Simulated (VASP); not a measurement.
Here is a VASP 6.6.1 calculation.

File INCAR:

```
ALGO = Normal ; EDIFF = 1E-6
EDIFFG = -0.002 ; ENCUT = 600
GGA = CA ; IBRION = 2
ISIF = 3 ; ISMEAR = 0
LASPH = True ; LCHARG = False
LREAL = False ; LWAVE = False
NELM = 60 ; NSW = 100
PREC = Accurate ; PSTRESS = 150.0
SIGMA = 0.01
```

The input KPOINTS:

```
k-points
0
Gamma
  6 6 6
```

The input POSCAR:

```
CdSe
1.0
    3.0039936764      3.0039936764      0.0000000000
   -3.0039936764      3.0039936764      0.0000000000
    0.0000000000      3.0039936764      3.0039936764
Cd Se
1 1
Direct
    0.0000000000      0.0000000000      0.0000000000
    0.7500000000      0.2500000000      0.5000000000
```

Potentials or basis: VASP PAW LDA potentials, release 64 (Cd, Se).

The run is started by

```console
$ cat potpaw_LDA.64/Cd/POTCAR potpaw_LDA.64/Se/POTCAR > POTCAR
$ mpirun -np 1 vasp_std > vasp.out
```

(1) Predict the relaxed cell.

(2) What does it give for the relaxed volume?

Answers

(1) a = 4.021 Å, b = 4.021 Å, c = 4.021 Å, α = 60.00°, β = 60.00°, γ = 90.00°.

(2) 22.99 Å³/atom.

Caveat: the cell is relaxed towards a set pressure, so the run minimises the enthalpy, not the energy; the volume moved by over 15 % at a fixed basis, so the end points are rough.
